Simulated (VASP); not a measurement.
Set up this calculation in VASP 6.6.1, as the native input.

```
Task                   : single point
Functional             : PBE
Potentials or basis    : VASP PAW PBE potentials, release 64 (Si, Mo_sv)
Cutoff                 : 520 eV
k mesh                 : 20 × 20 × 20
Occupations            : gaussian, width 0.15 eV
Spin                   : no spin polarisation
Dipole correction      : no
Further INCAR settings : ALGO = Normal; EDIFF = 1e-06; NBANDS = 18
```

The structure of Si2Mo lies in POSCAR:

```
Si2Mo
1.0
   -1.6888448819      1.6888448819      4.1333354568
    1.6888448819     -1.6888448819      4.1333354568
    1.6888448819      1.6888448819     -4.1333354568
Si Mo
2 1
Direct
    0.3350991346      0.3350991346      0.0000000000
    0.6649008654      0.6649008654      0.0000000000
    0.0000000000      0.0000000000      0.0000000000
```

This cell differs from its parent crystal: strain +0.050 along x and y, +0.050 along z.

One way to write it, as run:

INCAR

```
SYSTEM = Si2Mo
ALGO     = Normal         ! electronic algorithm
EDIFF    = 1E-6           ! SCF threshold, eV
ENCUT    = 520            ! plane-wave cutoff, eV
GGA      = PE             ! functional
ISIF     = 2              ! what is computed and relaxed
ISMEAR   = 0              ! smearing method
LASPH    = .TRUE.         ! aspherical terms in the spheres
LCHARG   = .TRUE.         ! write CHGCAR
LELF     = .TRUE.         ! ELF
LREAL    = .FALSE.        ! projectors in reciprocal space
LVHAR    = .TRUE.       
LWAVE    = .FALSE.        ! write WAVECAR
NBANDS   = 18             ! bands
NELM     = 100            ! most SCF steps
PREC     = Accurate       ! precision mode
SIGMA    = 0.15           ! smearing width, eV
```

KPOINTS

```
k-points
0
G
  20 20 20
  0 0 0
```

Potentials or basis: VASP PAW PBE potentials, release 64 (Si, Mo_sv).

The run is started by

```sh
$ cat potpaw_PBE.64/Si/POTCAR potpaw_PBE.64/Mo_sv/POTCAR > POTCAR
$ mpirun -np 1 vasp_std > vasp.out
```

It gave:

* Pressure: -21.7 GPa
* Largest force: 0.292 eV/Å
* Band gap on the k mesh: zero (band 11 reaches 10.38 eV, above the bottom of band 12 at 9.54 eV)

Caveat: the cell differs from its parent crystal (strain +0.050 along x and y, +0.050 along z).

It took 7.4 min on 1 thread of Intel Xeon 6975P-C, on a shared host, peak memory 0.61 GiB.
